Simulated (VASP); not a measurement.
A run of VASP 6.6.1 is set up as follows.

File INCAR:

```
PREC = Accurate
ENCUT = 520
EDIFF = 1E-6
ISMEAR = 0
SIGMA = 0.02
LREAL = False
LASPH = True
NELM = 80
ALGO = Normal
ISIF = 2
LWAVE = False
LCHARG = True
GGA = PE
LELF = True
LVHAR = True
NBANDS = 18
```

The input KPOINTS:

```
regular mesh
0
Gamma
  9 9 9
```

File POSCAR:

```
As
1.0
    1.8050605484      1.0421521935     11.4263329869
   -1.8050605484      1.0421521935     11.4263329869
    0.0000000000     -2.0843043870     11.4263329869
As
4
Direct
    0.0682070465      0.0682070465      0.0682070465
    0.9317929535      0.9317929535      0.9317929535
    0.2245718719      0.2245718719      0.2245718719
    0.7754281281      0.7754281281      0.7754281281
```

Potentials or basis: VASP PAW PBE potentials, release 64 (As).

Command:

```bash
$ cat potpaw_PBE.64/As/POTCAR > POTCAR
$ mpirun -np 1 vasp_std > vasp.out
```

(1) Estimate the pressure.

(2) Predict the largest force.

(3) Predict the band gap on the k mesh.

## Answers

(1) 0.2 GPa.

(2) 0.080 eV/Å.

(3) 1.05 eV (least direct gap 1.44 eV).

Caveat: an odd mesh through Γ misses points on the zone boundary, where band edges can lie.
